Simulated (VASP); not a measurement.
Input of a VASP 6.6.1 run:

File POSCAR:

```
CdSe
1.0
    4.5134249099      0.0000000000      0.0000000000
   -2.2567124550      3.9087406301      0.0000000000
    0.0000000000      0.0000000000      7.0152000000
Cd Se
2 2
Direct
    0.6666666667      0.3333333333      0.0000000000
    0.3333333333      0.6666666667      0.5000000000
    0.6666666667      0.3333333333      0.3750000000
    0.3333333333      0.6666666667      0.8750000000
```

File INCAR.step1:

```
ALGO = Normal
EDIFF = 1E-4
ENCUT = 520
GGA = PE
ISMEAR = 0
LASPH = T
LCHARG = F
LREAL = F
LWAVE = T
NBANDS = 26
NELM = 100
PREC = Accurate
SIGMA = 0.05
```

Contents of INCAR.step2:

```
ALGO = Normal
EDIFF = 1E-7
ENCUT = 520
ISIF = 2
ISMEAR = 0
ISTART = 1
LASPH = T
LCHARG = F
LMIXTAU = T
LREAL = F
LWAVE = F
METAGGA = R2SCAN
NBANDS = 26
NELM = 100
PREC = Accurate
SIGMA = 0.05
```

KPOINTS

```
k-points
0
Gamma
  6 6 4
```

Potentials or basis: VASP PAW PBE potentials, release 64 (Cd, Se).

The run is started by

```console
$ cat potpaw_PBE.64/Cd/POTCAR potpaw_PBE.64/Se/POTCAR > POTCAR
$ cp INCAR.step1 INCAR
$ mpirun -np 1 vasp_std > vasp.out
$ cp INCAR.step2 INCAR
$ mpirun -np 1 vasp_std > vasp.out
```

Q: Estimate the pressure.

A: -2.7 GPa.

Q: Predict the largest force.

A: 0.302 eV/Å.

Forces on the atoms (eV/Å):
```
Cd   0.000  0.000 -0.302
Cd   0.000  0.000 -0.302
Se   0.000  0.000  0.302
Se   0.000  0.000  0.302
```

Caveat: the cell differs from its parent crystal (strain +0.050 along x and y, +0.000 along z); the PAW data sets were made with another functional, which shifts forces and pressure a little.
